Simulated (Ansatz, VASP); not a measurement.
## AlCo in VASP and in Ansatz

```
CELL_PARAMETERS angstrom
2.85282 0.00000 0.00000
0.00000 4.03450 0.00000
0.00000 0.00000 20.03450
ATOMIC_POSITIONS crystal
Co 0.75000 0.25000 0.40305
Co 0.75000 0.75000 0.50000
Co 0.75000 0.25000 0.59695
Al 0.25000 0.75000 0.39530
Al 0.25000 0.25000 0.50000
Al 0.25000 0.75000 0.60470
```

Alike in both runs: functional PBE; k mesh 13 × 9 × 1; occupations fermi-dirac, width 0.1 eV; no spin polarisation.

Ansatz relaxed the structure, and its values are those at the end. VASP's run is a single point on that final structure, the one shown.

```csv
,VASP,Ansatz
version,VASP 6.6.1,Ansatz 0.2.0
potentials or method,"VASP PAW PBE potentials, release 64 (Co, Al)","PAW with Ansatz's default frozen-core files, scalar-relativistic"
plane-wave cutoff (eV),520,420
valence electrons in the cell,36,60
```

```tsv
	VASP	Ansatz	Ansatz less VASP
rms of the force components (eV/Å)	0.006	0.001	-0.0054
```

The functional is the same, so the differences come from potentials, cutoffs and numerics. VASP's potentials hold 36 valence electrons a cell and Ansatz's 60, so a difference there can come from the potentials and not from the codes. Ansatz's warnings: stress scf threshold loose.
